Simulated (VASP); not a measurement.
Au: single point with r2SCAN

Au:

```
Au
1.0
    -1.61584    1.61584    1.61584
     1.61584   -1.61584    1.61584
     1.61584    1.61584   -1.61584
Au
1
Direct
  0.00000 0.00000 0.00000
```

This cell differs from its parent crystal: strain -0.025 along x and y, -0.025 along z.

```yaml
Program: VASP 6.6.1
Task: single point
Functional: r2SCAN
Potentials_or_basis: VASP PAW PBE potentials, release 64 (Au)
Cutoff: 520 eV
k_mesh: 20 × 20 × 20
Occupations: gaussian, width 0.15 eV
Spin: no spin polarisation
Dipole_correction: no
Further_INCAR_settings: ALGO = Normal; EDIFF = 1e-06; NBANDS = 12
```

```yaml
Pressure: 7.4 GPa
```

Levels at points of the mesh, in eV from the Fermi level:
```csv
k point,band 2,band 3,band 4,band 5,band 6,band 7,band 8,band 9,band 10,band 11
"(0.00, 0.00, 0.00)",-5.27,-5.27,-5.27,-3.25,-3.25,17.37,17.37,17.37,25.44,25.44
"(0.50, 0.00, 0.00)",-6.40,-3.40,-3.05,-1.60,-0.57,3.71,13.06,14.56,22.91,23.25
"(0.50, 0.50, 0.50)",-7.29,-2.00,-2.00,-2.00,6.62,6.62,6.62,10.24,16.80,16.80
```

Run time: 110 s on 1 thread of Intel(R) Xeon(R) 6975P-C (Granite Rapids), on a shared host, peak memory 0.19 GiB.

Caveat: the cell differs from its parent crystal (strain -0.025 along x and y, -0.025 along z); the PAW data sets were made with another functional, which shifts forces and pressure a little; spin-orbit coupling is left out, which moves the levels of the heavy elements.
